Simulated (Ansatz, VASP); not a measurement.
**One calculation of Be2Se, two programs**

```xyz
6
Lattice="4.8522 -1.7835 0.0007 4.8522 1.7835 0.0007 -2.8320 0.0000 5.1890" Properties=species:S:1:pos:R:3 pbc="T T T"
Be    4.7817    0.0000    3.9744
Be    0.3583    0.0000    2.5687
Be    2.0908    0.0000    1.2160
Be    6.5142    0.0000    2.6218
Se    8.3075    0.0000    1.0097
Se   -1.4350    0.0000    4.1807
```

Change from the starting cell: the structure that the rattled cell fell into.

Alike in both runs: functional PBE; k mesh 12 × 12 × 8; occupations gaussian, width 0.1 eV; no spin polarisation.

Ansatz relaxed the structure, and its values are those at the end. VASP's run is a single point on that final structure, the one shown.

|  | VASP | Ansatz |
| --- | --- | --- |
| version | VASP 6.6.1 | Ansatz 0.2.0 |
| potentials or method | VASP PAW PBE potentials, release 64 (Be, Se), cutoff 520 eV | scalar-relativistic, plane waves, PAW |
| valence electrons in the cell | 20 | 40 |

Ansatz gave:

| Item | Value |
| --- | --- |
| gap on the k mesh at the Fermi level (eV) | none |
| pressure (GPa) | 0.0 |
| rms of the force components (eV/Å) | 0.003 |

Question: What did VASP give for the same quantities?

Answer: gap on the k mesh at the Fermi level (eV): none; pressure (GPa): 0.1; rms of the force components (eV/Å): 0.008.

A gap of «none» marks a metal or a gap that the smearing closes. VASP's potentials hold 20 valence electrons a cell and Ansatz's 40, so a difference there can come from the potentials and not from the codes.
